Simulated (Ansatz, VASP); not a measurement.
One calculation of C, two programs

```xyz
2
Lattice="1.7277 0.0000 0.0000 0.0000 1.7277 0.0000 0.0000 0.0000 3.7357" Properties=species:S:1:pos:R:3 pbc="T T T"
C     0.0000    0.0000    3.0397
C     0.0000    0.0000    0.6960
```

Alike in both runs: task single point; functional PBE; k mesh 10 × 10 × 6; occupations gaussian, width 0.1 eV; no spin polarisation.

|  | VASP | Ansatz |
| --- | --- | --- |
| version | VASP 6.6.1 | Ansatz 0.2.0 |
| potentials or method | VASP PAW PBE potentials, release 64 (C), cutoff 520 eV | scalar-relativistic, plane waves, PAW |
| valence electrons in the cell | 8 | 8 |

VASP gave:

* gap on the k mesh at the Fermi level (eV): none
* rms of the force components (eV/Å): 2.445

Question: Which values does Ansatz return?

Answer: gap on the k mesh at the Fermi level (eV): none; rms of the force components (eV/Å): 2.384.

Atom by atom the forces differ by 0.061 eV/Å (rms over components). A gap of «none» marks a metal or a gap that the smearing closes.

The k mesh is coarse, so the values compare programs but aren't converged.
